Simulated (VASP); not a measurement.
Here is a VASP 6.6.1 calculation.

INCAR

```
PREC     = Accurate       # precision mode
ENCUT    = 520            # plane-wave cutoff, eV
EDIFF    = 1E-7           # SCF threshold, eV
ISMEAR   = 0              # smearing method
SIGMA    = 0.1            # smearing width, eV
LREAL    = F              # projectors in reciprocal space
LASPH    = T              # aspherical terms in the spheres
NELM     = 80             # most SCF steps
ALGO     = Normal         # electronic algorithm
ISIF     = 2              # what is computed and relaxed
LWAVE    = F              # write WAVECAR
LCHARG   = F              # write CHGCAR
NBANDS   = 9              # bands
```

The input KPOINTS:

```
Automatic mesh
0
Gamma
  18 18 10
```

File POSCAR:

```
Mg
1.0
    2.5744953487      0.0000000000      0.0000000000
   -1.2872476744      2.2295783739      0.0000000000
    0.0000000000      0.0000000000      4.1628923783
Mg
2
Direct
    0.3333333333      0.6666666667      0.2500000000
    0.6666666667      0.3333333333      0.7500000000
```

Potentials or basis: VASP PAW LDA potentials, release 64 (Mg).

The run is started by

```console
$ cat potpaw_LDA.64/Mg/POTCAR > POTCAR
$ mpirun -np 1 vasp_std > vasp.out
```

Q: Predict the band gap on the k mesh.

A: Zero (band 2 reaches 7.97 eV, above the bottom of band 3 at 5.76 eV).

Q: Estimate the pressure.

A: 76.0 GPa.
